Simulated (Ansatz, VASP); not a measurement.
# CaC2: VASP beside Ansatz

```xyz
3
Lattice="-1.9343 1.9343 3.3622 1.9343 -1.9343 3.3622 1.9343 1.9343 -3.3622" Properties=species:S:1:pos:R:3 pbc="T T T"
Ca    0.0000    0.0000    0.0000
C     0.0000    0.0000    4.0205
C     0.0000    0.0000    2.7039
```

Change from the starting cell: strain +0.000 along x and y, +0.050 along z, atoms carried along.

Alike in both runs: task single point; functional LDA; k mesh 10 × 10 × 10; occupations gaussian, width 0.05 eV; no spin polarisation.

|  | VASP | Ansatz |
| --- | --- | --- |
| version | VASP 6.6.1 | Ansatz 0.2.0 |
| potentials or method | VASP PAW LDA potentials, release 64 (Ca_sv, C), cutoff 520 eV | scalar-relativistic, plane waves, PAW |
| valence electrons in the cell | 18 | 18 |

```csv
,VASP,Ansatz,Ansatz less VASP
gap on the k mesh at the Fermi level (eV),0.96,0.97,+0.012
least direct gap on the mesh (eV),2.02,2.03,+0.012
pressure (GPa),-11.6,-11.9,-0.32
"traceless stress, the component that is largest in VASP (GPa)",-14.73,-14.95,-0.222
rms of the force components (eV/Å),1.683,1.722,+0.0385
```

LDA's correlation is that of Perdew and Zunger in VASP and of Perdew and Wang (1992) in Ansatz. Atom by atom the forces differ by 0.039 eV/Å (rms over components).
